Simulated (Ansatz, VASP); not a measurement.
AlNi3: VASP beside Ansatz

```xyz
4
Lattice="3.5231 0.0000 0.0000 0.0000 3.5231 0.0000 0.0000 0.0000 3.5231" Properties=species:S:1:pos:R:3 pbc="T T T"
Ni    1.7615    1.7615    0.0000
Ni    1.7615    0.0000    1.7615
Ni    0.0000    1.7615    1.7615
Al    0.0000    0.0000    0.0000
```

Alike in both runs: task single point; functional PBE; k mesh 6 × 6 × 6; occupations fermi-dirac, width 0.05 eV; collinear spin; fixed moment 1.5 μB.

|  | VASP | Ansatz |
| --- | --- | --- |
| version | VASP 6.6.1 | Ansatz 0.2.0 |
| potentials or method | VASP PAW PBE potentials, release 64 (Ni, Al) | Ansatz PAW |
| plane-wave cutoff (eV) | 520 | 420 |
| valence electrons in the cell | 33 | 57 |

|  | VASP | Ansatz | Ansatz less VASP |
| --- | --- | --- | --- |
| pressure (GPa) | 8.7 | 8.7 | +0.02 |
| net moment per atom (μB) | 0.38 | 0.37 | 0.000 |
| size of the moment on the site where the two differ most (μB) | 0.49 | 0.50 | +0.009 |

Site moments also hang on the region over which each program counts them. VASP's potentials hold 33 valence electrons a cell and Ansatz's 57, so a difference there can come from the potentials and not from the codes.
